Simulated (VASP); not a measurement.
# AlGa3N4 (Cmm2) in VASP: notebook

The runs below take AlGa3N4 through single point, with r2SCAN.

Everything below comes from runs of VASP 6.6.1. Logs are shortened: lines on timing, memory, paths and dates and some standing lists are left out, and cuts for length are marked.

### 1 The cell of the first run

Symmetry: Cmm2, No. 35, orthorhombic system. Conventional cell: a = 6.324 Å, b = 6.324 Å, c = 4.472 Å, α = 90.00°, β = 90.00°, γ = 90.00°. Within 2.5 Å of Al (site symmetry mm2) lie 4 N at 1.89 Å. Ga (site symmetry mm2) has 4 N at 1.90 to 2.01 Å within 2.5 Å. Within 2.6 Å of Ga (site symmetry 2) lie 4 N at 1.95 Å. Within 2.5 Å of N (site symmetry m) lie 1 Al at 1.89 Å and 3 Ga at 1.95 to 2.01 Å. N (site symmetry m) has 1 Al at 1.89 Å and 3 Ga at 1.90 to 1.95 Å within 2.5 Å.

### 2 Single point, r2SCAN (atom 2 (Ga) moved -0.100 Å along Cartesian [0 0 1])

POSCAR reads:

```
AlGa3N4
1.0
    4.4716853600      0.0000000000      0.0000000000
    0.0000000000      4.4716853600      0.0000000000
    0.0000000000      0.0000000000      4.4716853600
Al Ga N
1 3 4
Direct
    0.0000000000      0.0000000000      0.0000000000
    0.5000000000      0.5000000000     -0.0223629330
    0.5000000000      0.0000000000      0.5000000000
    0.0000000000      0.5000000000      0.5000000000
    0.7557144200      0.7557144200      0.2442855800
    0.7557144200      0.2442855800      0.7557144200
    0.2442855800      0.7557144200      0.7557144200
    0.2442855800      0.2442855800      0.2442855800
```

INCAR.step1 reads:

```
PREC = Accurate
ENCUT = 520
ISMEAR = 0
SIGMA = 0.05
LREAL = F
LASPH = T
NELM = 80
NBANDS = 41
GGA = PE
ALGO = Normal
EDIFF = 1E-4
LWAVE = T
LCHARG = F
```

INCAR.step2 reads:

```
PREC = Accurate
ENCUT = 520
EDIFF = 1E-6
ISMEAR = 0
SIGMA = 0.05
LREAL = F
LASPH = T
NELM = 80
ALGO = Normal
ISIF = 2
LWAVE = F
LCHARG = F
METAGGA = R2SCAN
LMIXTAU = T
NBANDS = 41
ISTART = 1
```

KPOINTS reads:

```
regular mesh
0
Gamma
  6 6 6
```

Potentials or basis: VASP PAW PBE potentials, release 64 (Al, Ga_d, N).

Launch:

```bash
> cat potpaw_PBE.64/Al/POTCAR potpaw_PBE.64/Ga_d/POTCAR potpaw_PBE.64/N/POTCAR > POTCAR
> cp INCAR.step1 INCAR
> mpirun -np 1 vasp_std > vasp.out
> cp INCAR.step2 INCAR
> mpirun -np 1 vasp_std > vasp.out
```

OUTCAR:

```text
PREC = Accurate
   ENCUT = 520
   EDIFF = 1E-6
   ISMEAR = 0
   LREAL = F
   LASPH = T
   NELM = 80
   ISIF = 2
   METAGGA = R2SCAN
   ISTART = 1

 ion  position               nearest neighbor table
   1  0.000  0.000  0.000-   5 1.89   6 1.89   7 1.89   8 1.89
   2  0.500  0.500  0.978-   6 1.90   7 1.90   5 2.01   8 2.01
   3  0.500  0.000  0.500-   5 1.95   6 1.95   7 1.95   8 1.95
   4  0.000  0.500  0.500-   5 1.95   6 1.95   7 1.95   8 1.95
   5  0.756  0.756  0.244-   1 1.89   3 1.95   4 1.95   2 2.01
   6  0.756  0.244  0.756-   1 1.89   2 1.90   3 1.95   4 1.95
   7  0.244  0.756  0.756-   1 1.89   2 1.90   3 1.95   4 1.95
   8  0.244  0.244  0.244-   1 1.89   3 1.95   4 1.95   2 2.01

  LATTYP: Found a simple cubic cell.
 ALAT       =     4.4716853600

  Lattice vectors:

 A1 = (   4.4716853600,   0.0000000000,   0.0000000000)
 A2 = (   0.0000000000,   4.4716853600,   0.0000000000)
 A3 = (   0.0000000000,   0.0000000000,   4.4716853600)

Analysis of symmetry for initial positions (statically):
=====================================================================
 Subroutine PRICEL returns:
 Original cell was already a primitive cell.

 Routine SETGRP: Setting up the symmetry group for a
 simple cubic supercell.

 Subroutine GETGRP returns: Found  4 space group operations
 (whereof  4 operations were pure point group operations)
 out of a pool of 48 trial point group operations.

The static configuration has the point symmetry C_2v.

Analysis of symmetry for dynamics (positions and initial velocities):
=====================================================================
 Subroutine PRICEL returns:
 Original cell was already a primitive cell.

 Routine SETGRP: Setting up the symmetry group for a
 simple cubic supercell.

 Subroutine GETGRP returns: Found  4 space group operations
 (whereof  4 operations were pure point group operations)
 out of a pool of 48 trial point group operations.

The dynamic configuration has the point symmetry C_2v.

 Subroutine INISYM returns: Found  4 space group operations
 (whereof  4 operations are pure point group operations),
 and found     1 'primitive' translations

----------------------------------------------------------------------------------------

                                     Primitive cell

  volume of cell :      89.4157

  direct lattice vectors                    reciprocal lattice vectors
     4.471685360  0.000000000  0.000000000     0.223629330  0.000000000  0.000000000
     0.000000000  4.471685360  0.000000000     0.000000000  0.223629330  0.000000000
     0.000000000  0.000000000  4.471685360     0.000000000  0.000000000  0.223629330

  length of vectors
     4.471685360  4.471685360  4.471685360     0.223629330  0.223629330  0.223629330

  position of ions in fractional coordinates (direct lattice)
     0.000000000  0.000000000  0.000000000
     0.500000000  0.500000000  0.977637067
     0.500000000  0.000000000  0.500000000
     0.000000000  0.500000000  0.500000000
     0.755714420  0.755714420  0.244285580
     0.755714420  0.244285580  0.755714420
     0.244285580  0.755714420  0.755714420
     0.244285580  0.244285580  0.244285580

  ion indices of the primitive-cell ions
   primitive index   ion index
                 1           1
                 2           2
                 3           3
                 4           4
                 5           5
                 6           6
                 7           7
                 8           8

----------------------------------------------------------------------------------------

 KPOINTS: regular mesh

Automatic generation of k-mesh.
 Grid dimensions read from file:
 generate k-points for:    6    6    6

 Generating k-lattice:

  Cartesian coordinates                     Fractional coordinates (reciprocal lattice)
     0.037271555  0.000000000  0.000000000     0.166666667  0.000000000  0.000000000
     0.000000000  0.037271555  0.000000000     0.000000000  0.166666667  0.000000000
     0.000000000  0.000000000  0.037271555     0.000000000  0.000000000  0.166666667

  Length of vectors
     0.037271555  0.037271555  0.037271555

  Shift w.r.t. Gamma in fractional coordinates (k-lattice)
     0.000000000  0.000000000  0.000000000

 Subroutine IBZKPT returns following result:
 ===========================================

 Found     52 irreducible k-points:

 Following reciprocal coordinates:
            Coordinates               Weight
  0.000000  0.000000  0.000000      1.000000
  0.166667  0.000000  0.000000      4.000000
  0.000000  0.000000  0.166667      2.000000
  0.333333  0.000000  0.000000      4.000000
  0.000000  0.000000  0.333333      2.000000
  0.500000  0.000000  0.000000      2.000000
[... 16 lines left out ...]
  0.333333  0.000000  0.500000      4.000000
  0.500000  0.500000  0.000000      1.000000
 [... further k-points ...]
   k-points           NKPTS =     52   k-points in BZ     NKDIM =     52   number of bands    NBANDS=     41
   number of dos      NEDOS =    301   number of ions     NIONS =      8
   total plane-waves  NPLWV =  46656
   dimension x,y,z NGX =    36 NGY =   36 NGZ =   36
   dimension x,y,z NGXF=    72 NGYF=   72 NGZF=   72
   ions per type =               1   3   4
   NGX,Y,Z   is equivalent  to a cutoff of  13.38, 13.38, 13.38 a.u.
   NGXF,Y,Z  is equivalent  to a cutoff of  26.77, 26.77, 26.77 a.u.
 SYSTEM =  unknown system
   PREC   = accura    normal or accurate (medium, high low for compatibility)
   ISTART =      1    job   : 0-new  1-cont  2-samecut
   ICHARG =      0    charge: 1-file 2-atom 10-const
   ISPIN  =      1    spin polarized calculation?
   LNONCOLLINEAR =      F non collinear calculations
   LSORBIT =      F    spin-orbit coupling
   LASPH  =      T    aspherical Exc in radial PAW
   ENCUT  =  520.0 eV  38.22 Ry    6.18 a.u.   8.31  8.31  8.31*2*pi/ulx,y,z
   NELM   =     80;   NELMIN=  2; NELMDL=  0     # of ELM steps
   EDIFF  = 0.1E-05   stopping-criterion for ELM
   LREAL  =      F    real-space projection
   EDIFFG = 0.1E-04   stopping-criterion for IOM
   NSW    =      0    number of steps for IOM
   IBRION =     -1    ionic relax: 0-MD 1-quasi-New 2-CG
   NFREE  =      0    steps in history (QN), initial steepest desc. (CG)
   ISIF   =      2    stress and relaxation
   ISYM   =      2    0-nonsym 1-usesym 2-fastsym
   POTIM  = 0.5000    time-step for ionic-motion
   TEBEG  =    0.0;   TEEND  =   0.0 temperature during run
   PSTRESS=    0.0 pullay stress
   NELECT =      62.0000    total number of electrons
   NUPDOWN=      -1.0000    fix difference up-down
   EMIN   =  10.00;   EMAX   =-10.00  energy-range for DOS
   EFERMI =   0.00;   METHOD = LEGACY
   ISMEAR =     0;   SIGMA  =   0.05  broadening in eV -4-tet -1-fermi 0-gaus
   EFERMI_NEDOS =   21; number of points for ismear=-14 and -15
   IALGO  =     38    algorithm
   IMIX   =      4    mixing-type and parameters
     AMIX     =   0.40;   BMIX     =  1.00
     AMIX_MAG =   1.60;   BMIX_MAG =  1.00
  volume/ion in A,a.u.               =      11.18        75.43
  Fermi-wavevector in a.u.,A,eV,Ry     =   1.448997  2.738207 28.566688  2.099592
  Thomas-Fermi vector in A             =   2.566774
   LORBIT       =      0    0 simple, 1 ext, 2 COOP (PROOUT), +10 PAW based schemes
   METAGGA = R2SCAN    functional components
   LHFCALC =     F    Hartree Fock is set to
   AEXX    =    0.0000 exact exchange contribution
   IVDW    =     0    specifies the selected vdW correction
   LEPSILON=     F    determine dielectric tensor
   LRPA    =     F    only Hartree local field effects (RPA)
 non-spin polarized calculation
 Gauss-broadening in eV      SIGMA  =   0.05
  energy-cutoff  :      520.00
  volume of cell :       89.42
 maximum number of plane-waves:      2469
 NGX is ok and might be reduce to    36
   NGX = 17   NGY = 17   NGZ = 17

 number of electron      61.9999976 magnetization

 Free energy of the ion-electron system (eV)
  ---------------------------------------------------
  ext. energy  EPLUGINS =         0.00000000
  ---------------------------------------------------
  free energy    TOTEN  =       -84.77654277 eV

  energy without entropy =      -84.77654277  energy(sigma->0) =      -84.77654277

 E-fermi :   5.3918     XC(G=0): -12.3580

 val. band max:        5.1883029239   @ k =   0.0000   0.0000   0.0000
 cond. band min:       7.9038705366   @ k =   0.0000   0.0000   0.0000
 fundamental gap:      2.7155676127
 Fermi energy:         5.3917792042

 k-point     1 :       0.0000    0.0000    0.0000
  band No.  band energies     occupation
      1     -11.3542      2.00000
      2     -10.1177      2.00000
      3      -9.9325      2.00000
      4      -9.7870      2.00000
      5      -8.3850      2.00000
      6      -8.3786      2.00000
[... 33 lines left out ...]
     40      16.7703      0.00000
     41      16.7800      0.00000

 k-point     2 :       0.1667    0.0000    0.0000
  band No.  band energies     occupation
      1     -11.2453      2.00000
      2     -10.1515      2.00000
      3      -9.9320      2.00000
      4      -9.8080      2.00000
      5      -8.3860      2.00000
      6      -8.3747      2.00000
[... 33 lines left out ...]
     40      16.9591      0.00000
     41      17.0034      0.00000

 k-point     3 :       0.0000    0.0000    0.1667
  band No.  band energies     occupation
      1     -11.2482      2.00000
      2     -10.1200      2.00000
      3      -9.9790      2.00000
      4      -9.7893      2.00000
      5      -8.3844      2.00000
      6      -8.3758      2.00000
[... 33 lines left out ...]
     40      16.9197      0.00000
     41      16.9946      0.00000

 k-point     4 :       0.3333    0.0000    0.0000
  band No.  band energies     occupation
      1     -10.9530      2.00000
      2     -10.2847      2.00000
      3      -9.9271      2.00000
      4      -9.8586      2.00000
      5      -8.3703      2.00000
      6      -8.3518      2.00000
[... 825 lines left out ...]
     40      15.6185      0.00000
     41      15.7874      0.00000

 k-point    23 :       0.3333    0.0000    0.5000
  band No.  band energies     occupation
      1     -10.5622      2.00000
      2     -10.2489      2.00000
      3     -10.1352      2.00000
      4      -9.8752      2.00000
      5      -8.3650      2.00000
      6      -8.3471      2.00000
[... 33 lines left out ...]
     40      15.5969      0.00000
     41      15.8520      0.00000

 k-point    24 :       0.5000    0.5000    0.0000
  band No.  band energies     occupation
      1     -10.4446      2.00000
      2     -10.3468      2.00000
      3     -10.0050      2.00000
      4      -9.9742      2.00000
      5      -8.3550      2.00000
      6      -8.3531      2.00000
[... 33 lines left out ...]
     40      15.7390      0.00000
     41      15.7798      0.00000

 [... further k-points ...]
[... 5 lines left out ...]
  --------------------------------------------------------------------------------------
  -------------------------------------------------------------------------------------
  Total        0.1611814      0.1611814     -0.1257512     -0.8186864      0.0000000      0.0000000
  in kB        2.8880979      2.8880979     -2.2532473    -14.6694713      0.0000000      0.0000000
  external PRESSURE =       1.1743162 kB  Pullay stress =       0.0000000 kB

 VOLUME and BASIS-vectors are now :
 -----------------------------------------------------------------------------
  energy-cutoff  :      520.00
  volume of cell :       89.42
      direct lattice vectors                 reciprocal lattice vectors
     4.471685360  0.000000000  0.000000000     0.223629330  0.000000000  0.000000000
     0.000000000  4.471685360  0.000000000     0.000000000  0.223629330  0.000000000
     0.000000000  0.000000000  4.471685360     0.000000000  0.000000000  0.223629330

 POSITION                                       TOTAL-FORCE (eV/Angst)
 -----------------------------------------------------------------------------------
      0.00000      0.00000      0.00000         0.000000      0.000000      0.327903
      2.23584      2.23584      4.37169         0.000000      0.000000      1.789904
      2.23584      0.00000      2.23584         0.000000      0.000000     -0.473474
      0.00000      2.23584      2.23584         0.000000      0.000000     -0.473474
      3.37932      3.37932      1.09237        -0.175620     -0.175620     -0.269396
      3.37932      1.09237      3.37932         0.275763     -0.275763     -0.316033
      1.09237      3.37932      3.37932        -0.275763      0.275763     -0.316033
      1.09237      1.09237      1.09237         0.175620      0.175620     -0.269396
 -----------------------------------------------------------------------------------
    total drift:                               -0.000000     -0.000000     -0.002820

  FREE ENERGIE OF THE ION-ELECTRON SYSTEM (eV)
  ---------------------------------------------------
  free  energy   TOTEN  =       -84.7765427709 eV

  energy  without entropy=      -84.7765427708  energy(sigma->0) =      -84.77654277
```

Run time: 16 min. Hardware: 1 thread of Intel Xeon 8259CL, shared host; peak memory 0.31 GiB.

What came out:

* Free energy: -84.7765 eV
* Pressure: 0.1 GPa
* Largest force: 1.790 eV/Å
* Band gap on the k mesh: 2.72 eV, direct

Forces on the atoms (eV/Å):
```
Al   0.000  0.000  0.328
Ga   0.000  0.000  1.790
Ga   0.000  0.000 -0.473
Ga   0.000  0.000 -0.473
N   -0.176 -0.176 -0.269
N    0.276 -0.276 -0.316
N   -0.276  0.276 -0.316
N    0.176  0.176 -0.269
```

Stress tensor (GPa, compression positive):
```
 0.29 -1.47  0.00
-1.47  0.29  0.00
 0.00  0.00 -0.23
```

Caveat: the cell differs from its parent crystal (atom 2 (Ga) moved -0.100 Å along Cartesian [0 0 1]); the PAW data sets were made with another functional, which shifts forces and pressure a little.

### 3 Single point, r2SCAN (atom 2 (Ga) moved +0.075 Å along Cartesian [0 0 1])

POSCAR: that of step 2 with these lines changed.

```diff
@@ -9,3 +9,3 @@
     0.0000000000      0.0000000000      0.0000000000
-    0.5000000000      0.5000000000     -0.0223629330
+    0.5000000000      0.5000000000      0.0167721997
     0.5000000000      0.0000000000      0.5000000000
```

INCAR.step1: that of step 2 with these lines changed.

```diff
@@ -6,3 +6,3 @@
 LASPH = T
-NELM = 80
+NELM = 60
 NBANDS = 41
```

INCAR.step2: that of step 2 with these lines changed.

```diff
@@ -2,3 +2,3 @@
 ENCUT = 520
-EDIFF = 1E-6
+EDIFF = 1E-7
 ISMEAR = 0
@@ -7,3 +7,3 @@
 LASPH = T
-NELM = 80
+NELM = 60
 ALGO = Normal
```

KPOINTS reads:

```
Automatic mesh
0
Gamma
  6 6 6
```

Potentials or basis: VASP PAW PBE potentials, release 64 (Al, Ga_d, N).

Launch:

```bash
> cat potpaw_PBE.64/Al/POTCAR potpaw_PBE.64/Ga_d/POTCAR potpaw_PBE.64/N/POTCAR > POTCAR
> cp INCAR.step1 INCAR
> mpirun -np 1 vasp_std > vasp.out
> cp INCAR.step2 INCAR
> mpirun -np 1 vasp_std > vasp.out
```

Wall time 17 min (1 thread of Intel Xeon 8259CL, shared host); peak memory 0.31 GiB.

Results (log left out):

| Property | Result |
| --- | --- |
| Free energy | -84.8160 eV |
| Pressure | 0.0 GPa |
| Largest force | 1.358 eV/Å |
| Band gap on the k mesh | 2.74 eV, direct |

Forces in eV/Å, atoms in the order of the input:
```
Al   0.000  0.000 -0.245
Ga   0.000  0.000 -1.358
Ga   0.000  0.000  0.357
Ga   0.000  0.000  0.357
N    0.199  0.199  0.234
N   -0.139  0.139  0.211
N    0.139 -0.139  0.211
N   -0.199 -0.199  0.234
```

Stress tensor (GPa, compression positive):
```
 0.07  1.09  0.00
 1.09  0.07  0.00
 0.00  0.00 -0.23
```

Levels at points of the mesh, in eV from the valence-band top:
```csv
k point,band 29,band 30,band 31,band 32,band 33,band 34
"(0.00, 0.00, 0.00)",-0.06,-0.03,0.00,2.74,3.69,3.90
"(0.50, 0.00, 0.00)",-1.55,-1.23,-1.22,5.37,5.48,6.76
"(0.00, 0.00, 0.50)",-1.45,-1.28,-1.13,5.32,5.58,6.61
"(0.50, 0.50, 0.00)",-1.05,-0.83,-0.61,7.19,7.41,7.42
"(0.00, 0.50, 0.50)",-1.02,-0.99,-0.61,7.19,7.43,7.45
"(0.50, 0.50, 0.50)",-0.76,-0.64,-0.58,5.48,5.50,5.52
```

Caveat: the cell differs from its parent crystal (atom 2 (Ga) moved +0.075 Å along Cartesian [0 0 1]); the PAW data sets were made with another functional, which shifts forces and pressure a little.

(Part 1 of 2 ends here.)
